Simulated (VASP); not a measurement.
A run of VASP 6.6.1 is set up as follows.

The input INCAR:

```
SYSTEM = AlSn
ALGO     = Normal         ! electronic algorithm
EDIFF    = 1E-6           ! SCF threshold, eV
ENCUT    = 520            ! plane-wave cutoff, eV
GGA      = PE             ! functional
ISIF     = 2              ! what is computed and relaxed
ISMEAR   = -1             ! smearing method
LASPH    = .True.         ! aspherical terms in the spheres
LCHARG   = .True.         ! write CHGCAR
LELF     = .True.         ! ELF
LREAL    = .False.        ! projectors in reciprocal space
LVHAR    = .True.       
LWAVE    = .False.        ! write WAVECAR
NBANDS   = 16             ! bands
NELM     = 60             ! most SCF steps
PREC     = Accurate       ! precision mode
SIGMA    = 0.05           ! smearing width, eV
```

The input KPOINTS:

```
k-points
0
Gamma
  9 9 10
  0 0 0
```

POSCAR

```
AlSn
1.0
    4.2384485589      0.0000000000      0.0000000000
   -2.1192242795      3.6706041246      0.0000000000
    0.0000000000      0.0000000000      3.2483326009
Al Sn
1 1
Direct
    0.0000000000      0.0000000000      0.0000000000
    0.3333333333      0.6666666667      0.5000000000
```

Potentials or basis: VASP PAW PBE potentials, release 64 (Al, Sn_d).

Command:

```bash
$ cat potpaw_PBE.64/Al/POTCAR potpaw_PBE.64/Sn_d/POTCAR > POTCAR
$ mpirun -np 1 vasp_std > vasp.out
```

Estimate the band gap on the k mesh.

zero (an odd number of electrons rules out a gap without spin polarisation).

Predict the pressure.

-0.1 GPa.

Caveat: spin-orbit coupling is left out, which moves the levels of the heavy elements.
